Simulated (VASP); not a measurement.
# Fe (I4/mmm) in VASP: single point with PBE

Aim: the single point of Fe with PBE.

All numbers are computed with VASP 6.6.1; they aren't measurements. Logs are shortened: lines on timing, memory, paths and dates and some standing lists are left out, and cuts for length are marked.

## 1. The cell of the first run

Symmetry: I4/mmm, No. 139, tetragonal system. Conventional cell: a = 2.493 Å, b = 2.493 Å, c = 3.361 Å, α = 90.00°, β = 90.00°, γ = 90.00°. Within 3.2 Å of Fe (site symmetry 4/mmm) lie 12 Fe at 2.44 to 2.49 Å.

## 2. Single point, PBE, collinear spin, ferromagnetic start (10.44 Å³/atom)

File INCAR:

```
SYSTEM = Fe
PREC     = Accurate       ! precision mode
ENCUT    = 690            ! plane-wave cutoff, eV
EDIFF    = 1E-6           ! SCF threshold, eV
ISMEAR   = 0              ! smearing method
SIGMA    = 0.15           ! smearing width, eV
LREAL    = .False.        ! projectors in reciprocal space
LASPH    = .True.         ! aspherical terms in the spheres
NELM     = 200            ! most SCF steps
ALGO     = Normal         ! electronic algorithm
ISIF     = 2              ! what is computed and relaxed
LWAVE    = .False.        ! write WAVECAR
LCHARG   = .False.        ! write CHGCAR
ISPIN    = 2              ! spin polarisation
MAGMOM   = 2.44           ! initial moments
LORBIT   = 11             ! projections on sites
LMAXMIX  = 4              ! l up to which the mixer works
GGA      = PE             ! functional
NBANDS   = 18             ! bands
GGA_COMPAT= .False.
```

File KPOINTS:

```
regular mesh
0
Gamma
  12 12 12
  0 0 0
```

File POSCAR:

```
Fe
1.0
   -1.2463753396      1.2463753396      1.6806125080
    1.2463753396     -1.2463753396      1.6806125080
    1.2463753396      1.2463753396     -1.6806125080
Fe
1
Direct
    0.0000000000      0.0000000000      0.0000000000
```

Potentials or basis: VASP PAW PBE potentials, release 64 (Fe_sv).

Command:

```
$ cat potpaw_PBE.64/Fe_sv/POTCAR > POTCAR
$ mpirun -np 1 vasp_std > vasp.out
```

OUTCAR:

```text
SYSTEM = Fe
   PREC = Accurate
   ENCUT = 690
   EDIFF = 1E-6
   ISMEAR = 0
   LREAL = .False.
   LASPH = .True.
   NELM = 200
   ISIF = 2
   ISPIN = 2
   LORBIT = 11
   GGA = PE

 ion  position               nearest neighbor table
   1  0.000  0.000  0.000-

  LATTYP: Found a body centered tetragonal cell.
 ALAT       =     2.4927506792
 C/A-ratio  =     1.3484000001

  Lattice vectors:

 A1 = (  -1.2463753396,   1.2463753396,   1.6806125080)
 A2 = (   1.2463753396,  -1.2463753396,   1.6806125080)
 A3 = (   1.2463753396,   1.2463753396,  -1.6806125080)

Analysis of symmetry for initial positions (statically):
=====================================================================
 Subroutine PRICEL returns:
 Original cell was already a primitive cell.

 Routine SETGRP: Setting up the symmetry group for a
 body centered tetragonal supercell.

 Subroutine GETGRP returns: Found 16 space group operations
 (whereof 16 operations were pure point group operations)
 out of a pool of 16 trial point group operations.

The static configuration has the point symmetry D_4h.

Analysis of symmetry for dynamics (positions and initial velocities):
=====================================================================
 Subroutine PRICEL returns:
 Original cell was already a primitive cell.

 Routine SETGRP: Setting up the symmetry group for a
 body centered tetragonal supercell.

 Subroutine GETGRP returns: Found 16 space group operations
 (whereof 16 operations were pure point group operations)
 out of a pool of 16 trial point group operations.

The dynamic configuration has the point symmetry D_4h.

Analysis of structural, dynamic, and magnetic symmetry:
=====================================================================
 Subroutine PRICEL returns:
 Original cell was already a primitive cell.

 Routine SETGRP: Setting up the symmetry group for a
 body centered tetragonal supercell.

 Subroutine GETGRP returns: Found 16 space group operations
 (whereof 16 operations were pure point group operations)
 out of a pool of 16 trial point group operations.

The overall configuration has the point symmetry D_4h.

 Subroutine INISYM returns: Found 16 space group operations
 (whereof 16 operations are pure point group operations),
 and found     1 'primitive' translations

----------------------------------------------------------------------------------------

                                     Primitive cell

  volume of cell :      10.4430

  direct lattice vectors                    reciprocal lattice vectors
    -1.246375340  1.246375340  1.680612508     0.000000000  0.401163264  0.297510579
     1.246375340 -1.246375340  1.680612508     0.401163264  0.000000000  0.297510579
     1.246375340  1.246375340 -1.680612508     0.401163264  0.401163264  0.000000000

  length of vectors
     2.435438641  2.435438641  2.435438641     0.499444200  0.499444200  0.567330529

  position of ions in fractional coordinates (direct lattice)
     0.000000000  0.000000000  0.000000000

  ion indices of the primitive-cell ions
   primitive index   ion index
                 1           1

----------------------------------------------------------------------------------------

 KPOINTS: regular mesh

Automatic generation of k-mesh.
 Grid dimensions read from file:
 generate k-points for:   12   12   12

 Generating k-lattice:

  Cartesian coordinates                     Fractional coordinates (reciprocal lattice)
     0.000000000  0.033430272  0.024792548     0.083333333  0.000000000 -0.000000000
     0.033430272  0.000000000  0.024792548     0.000000000  0.083333333 -0.000000000
     0.033430272  0.033430272  0.000000000     0.000000000  0.000000000  0.083333333

  Length of vectors
     0.041620350  0.041620350  0.047277544

  Shift w.r.t. Gamma in fractional coordinates (k-lattice)
     0.000000000  0.000000000  0.000000000

 Subroutine IBZKPT returns following result:
 ===========================================

 Found    163 irreducible k-points:

 Following reciprocal coordinates:
            Coordinates               Weight
  0.000000  0.000000  0.000000      1.000000
  0.083333  0.000000  0.000000      8.000000
  0.166667 -0.000000  0.000000      8.000000
  0.250000 -0.000000  0.000000      8.000000
  0.333333 -0.000000  0.000000      8.000000
  0.416667 -0.000000  0.000000      8.000000
[... 16 lines left out ...]
  0.500000  0.166667  0.000000     16.000000
 -0.416667  0.166667 -0.000000     16.000000
 [... further k-points ...]
   k-points           NKPTS =    163   k-points in BZ     NKDIM =    163   number of bands    NBANDS=     18
   number of dos      NEDOS =    301   number of ions     NIONS =      1
   total plane-waves  NPLWV =  13824
   dimension x,y,z NGX =    24 NGY =   24 NGZ =   24
   dimension x,y,z NGXF=    48 NGYF=   48 NGZF=   48
   ions per type =               1
   NGX,Y,Z   is equivalent  to a cutoff of  16.38, 16.38, 16.38 a.u.
   NGXF,Y,Z  is equivalent  to a cutoff of  32.77, 32.77, 32.77 a.u.
 SYSTEM =  Fe
   PREC   = accura    normal or accurate (medium, high low for compatibility)
   ISTART =      0    job   : 0-new  1-cont  2-samecut
   ICHARG =      2    charge: 1-file 2-atom 10-const
   ISPIN  =      2    spin polarized calculation?
   LNONCOLLINEAR =      F non collinear calculations
   LSORBIT =      F    spin-orbit coupling
   LASPH  =      T    aspherical Exc in radial PAW
   ENCUT  =  690.0 eV  50.71 Ry    7.12 a.u.   5.22  5.22  5.22*2*pi/ulx,y,z
   NELM   =    200;   NELMIN=  2; NELMDL= -5     # of ELM steps
   EDIFF  = 0.1E-05   stopping-criterion for ELM
   LREAL  =      F    real-space projection
   EDIFFG = 0.1E-04   stopping-criterion for IOM
   NSW    =      0    number of steps for IOM
   IBRION =     -1    ionic relax: 0-MD 1-quasi-New 2-CG
   NFREE  =      0    steps in history (QN), initial steepest desc. (CG)
   ISIF   =      2    stress and relaxation
   ISYM   =      2    0-nonsym 1-usesym 2-fastsym
   POTIM  = 0.5000    time-step for ionic-motion
   TEBEG  =    0.0;   TEEND  =   0.0 temperature during run
   PSTRESS=    0.0 pullay stress
   NELECT =      16.0000    total number of electrons
   NUPDOWN=      -1.0000    fix difference up-down
   EMIN   =  10.00;   EMAX   =-10.00  energy-range for DOS
   EFERMI =   0.00;   METHOD = LEGACY
   ISMEAR =     0;   SIGMA  =   0.15  broadening in eV -4-tet -1-fermi 0-gaus
   EFERMI_NEDOS =   21; number of points for ismear=-14 and -15
   IALGO  =     38    algorithm
   IMIX   =      4    mixing-type and parameters
     AMIX     =   0.40;   BMIX     =  1.00
     AMIX_MAG =   1.60;   BMIX_MAG =  1.00
  volume/ion in A,a.u.               =      10.44        70.47
  Fermi-wavevector in a.u.,A,eV,Ry     =   1.887295  3.566470 48.462340  3.561881
  Thomas-Fermi vector in A             =   2.929367
   LORBIT       =     11    0 simple, 1 ext, 2 COOP (PROOUT), +10 PAW based schemes
   GGA     = PE    functional components
   LHFCALC =     F    Hartree Fock is set to
   AEXX    =    0.0000 exact exchange contribution
   IVDW    =     0    specifies the selected vdW correction
   LEPSILON=     F    determine dielectric tensor
   LRPA    =     F    only Hartree local field effects (RPA)
 spin polarized calculation
 Gauss-broadening in eV      SIGMA  =   0.15
  energy-cutoff  :      690.00
  volume of cell :       10.44
 maximum number of plane-waves:       443
 NGX is ok and might be reduce to    24
   NGX = 11   NGY = 11   NGZ = 11

 number of electron      16.0000006 magnetization       1.0204970

 Free energy of the ion-electron system (eV)
  ---------------------------------------------------
  ext. energy  EPLUGINS =         0.00000000
  ---------------------------------------------------
  free energy    TOTEN  =        -8.21692585 eV

  energy without entropy =       -8.19847626  energy(sigma->0) =       -8.20770105

 E-fermi :  13.5372     XC(G=0): -14.2755

 val. band max:       13.5366384349   @ k =  -0.3333   0.3333   0.0000
 cond. band min:      13.5455736024   @ k =  -0.3333  -0.3333   0.0833
 fundamental gap:      0.0089351675
 Fermi energy:        13.5372274479

 spin component 1

 k-point     1 :       0.0000    0.0000    0.0000
  band No.  band energies     occupation
      1     -74.2232      1.00000
      2     -39.9405      1.00000
      3     -39.9383      1.00000
      4     -39.9383      1.00000
      5       4.5750      1.00000
      6      11.4608      1.00000
[... 10 lines left out ...]
     17      45.2369      0.00000
     18      46.9656      0.00000

 k-point     2 :       0.0833    0.0000    0.0000
  band No.  band energies     occupation
      1     -74.2161      1.00000
      2     -39.9767      1.00000
      3     -39.9445      1.00000
      4     -39.9431      1.00000
      5       4.8641      1.00000
      6      11.4117      1.00000
[... 10 lines left out ...]
     17      45.6897      0.00000
     18      49.5640      0.00000

 k-point     3 :       0.1667   -0.0000    0.0000
  band No.  band energies     occupation
      1     -74.1969      1.00000
      2     -40.0796      1.00000
      3     -39.9617      1.00000
      4     -39.9536      1.00000
      5       5.6871      1.00000
      6      11.2184      1.00000
[... 412 lines left out ...]
 k-point    23 :       0.5000    0.1667    0.0000
  band No.  band energies     occupation
      1     -74.1102      1.00000
      2     -40.4316      1.00000
      3     -40.1017      1.00000
      4     -40.0334      1.00000
      5       9.0692      1.00000
      6      10.4748      1.00000
[... 10 lines left out ...]
     17      52.3423      0.00000
     18      54.8038      0.00000

 k-point    24 :      -0.4167    0.1667   -0.0000
  band No.  band energies     occupation
      1     -74.1245      1.00000
      2     -40.3698      1.00000
      3     -40.0705      1.00000
      4     -40.0340      1.00000
      5       8.7480      1.00000
      6      10.4779      1.00000
[... 10 lines left out ...]
     17      48.7679      0.00000
     18      54.0273      0.00000

 [... further k-points ...]

 spin component 2

 k-point     1 :       0.0000    0.0000    0.0000
  band No.  band energies     occupation
      1     -73.0076      1.00000
      2     -38.7554      1.00000
      3     -38.7554      1.00000
      4     -38.7155      1.00000
      5       4.6859      1.00000
      6      12.1437      1.00000
[... 10 lines left out ...]
     17      45.4815      0.00000
     18      46.6767      0.00000

 k-point     2 :       0.0833    0.0000    0.0000
  band No.  band energies     occupation
      1     -73.0003      1.00000
      2     -38.7868      1.00000
      3     -38.7618      1.00000
      4     -38.7272      1.00000
      5       4.9759      1.00000
      6      12.0888      1.00000
[... 10 lines left out ...]
     17      45.8328      0.00000
     18      49.5232      0.00000

 k-point     3 :       0.1667   -0.0000    0.0000
  band No.  band energies     occupation
      1     -72.9802      1.00000
      2     -38.8902      1.00000
      3     -38.7797      1.00000
      4     -38.7425      1.00000
      5       5.8041      1.00000
      6      11.8702      1.00000
[... 412 lines left out ...]
 k-point    23 :       0.5000    0.1667    0.0000
  band No.  band energies     occupation
      1     -72.8902      1.00000
      2     -39.2589      1.00000
      3     -38.9207      1.00000
      4     -38.8310      1.00000
      5       9.5258      1.00000
      6      11.4872      1.00000
[... 10 lines left out ...]
     17      52.6112      0.00000
     18      55.0586      0.00000

 k-point    24 :      -0.4167    0.1667   -0.0000
  band No.  band energies     occupation
      1     -72.9050      1.00000
      2     -39.1968      1.00000
      3     -38.8869      1.00000
      4     -38.8304      1.00000
      5       9.1214      1.00000
      6      11.1803      1.00000
[... 10 lines left out ...]
     17      49.0146      0.00000
     18      54.2255      0.00000

 [... further k-points ...]

------------------------ aborting loop because EDIFF is reached ----------------------------------------

  FORCE on cell =-STRESS in cart. coord.  units (eV):
  Direction    XX          YY          ZZ          XY          YZ          ZX
  --------------------------------------------------------------------------------------
  -------------------------------------------------------------------------------------
  Total       -0.0605198     -0.0605198      0.4224222      0.0000000      0.0000000      0.0000000
  in kB       -9.2850243     -9.2850243     64.8085108      0.0000000      0.0000000      0.0000000
  external PRESSURE =      15.4128208 kB  Pullay stress =       0.0000000 kB

 VOLUME and BASIS-vectors are now :
 -----------------------------------------------------------------------------
  energy-cutoff  :      690.00
  volume of cell :       10.44
      direct lattice vectors                 reciprocal lattice vectors
    -1.246375340  1.246375340  1.680612508     0.000000000  0.401163264  0.297510579
     1.246375340 -1.246375340  1.680612508     0.401163264  0.000000000  0.297510579
     1.246375340  1.246375340 -1.680612508     0.401163264  0.401163264  0.000000000

 POSITION                                       TOTAL-FORCE (eV/Angst)
 -----------------------------------------------------------------------------------
      0.00000      0.00000      0.00000         0.000000     -0.000000      0.000000
 -----------------------------------------------------------------------------------
    total drift:                               -0.000000      0.000000      0.000000

  FREE ENERGIE OF THE ION-ELECTRON SYSTEM (eV)
  ---------------------------------------------------
  free  energy   TOTEN  =        -8.2169258516 eV

  energy  without entropy=       -8.1984762573  energy(sigma->0) =       -8.20770105

 total charge

# of ion       s       p       d       tot
------------------------------------------
    1        2.203   6.052   5.533  13.788

 magnetization (x)

# of ion       s       p       d       tot
------------------------------------------
    1       -0.000  -0.002   1.014   1.012
```

Run time: 1.8 min. Hardware: 1 thread of Intel Xeon Platinum 8259CL at 2.50GHz (Skylake/Cascade Lake), shared host; peak memory 0.2 GiB.

Results:

```
Free energy                                           : -8.2169 eV
Pressure                                              : 1.5 GPa
Net moment                                            : 1.02 μB per cell
Site moments                                          : Fe +1.01 μB
Valence electrons inside the program's atomic spheres : Fe 13.79
```

Caveat: the stress differs along the axes, from -1 to 6 GPa.
